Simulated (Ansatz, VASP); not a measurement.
**CdS: VASP beside Ansatz**

```
CELL_PARAMETERS angstrom
2.89265 2.89265 0.00000
-2.89265 2.89265 0.00000
0.00000 2.89265 2.85664
ATOMIC_POSITIONS crystal
Cd 0.00000 0.00000 0.00000
S 0.75000 0.25000 0.50000
```

Change from the starting cell: film at in-plane strain +0.005.

Alike in both runs: task single point; functional LDA; k mesh 8 × 8 × 8; no spin polarisation.

|  | VASP | Ansatz |
| --- | --- | --- |
| version | VASP 6.6.1 | Ansatz 0.2.0 |
| potentials or method | VASP PAW LDA potentials, release 64 (Cd, S), cutoff 520 eV | all-electron LAPW, scalar-relativistic |
| occupations | gaussian, width 0.01 eV | fixed |

VASP gave:

```
gap on the k mesh at the Fermi level (eV)                     : 0.95
pressure (GPa)                                                : 0.4
traceless stress, the component that is largest in VASP (GPa) : 0.16
```

Task: Which values does Ansatz return?

Result: gap on the k mesh at the Fermi level (eV): 0.91; pressure (GPa): -0.1; traceless stress, the component that is largest in VASP (GPa): 0.17.

LDA's correlation is that of Perdew and Zunger in VASP and of Perdew and Wang (1992) in Ansatz. Ansatz ran all-electron here, and VASP with PAW potentials.
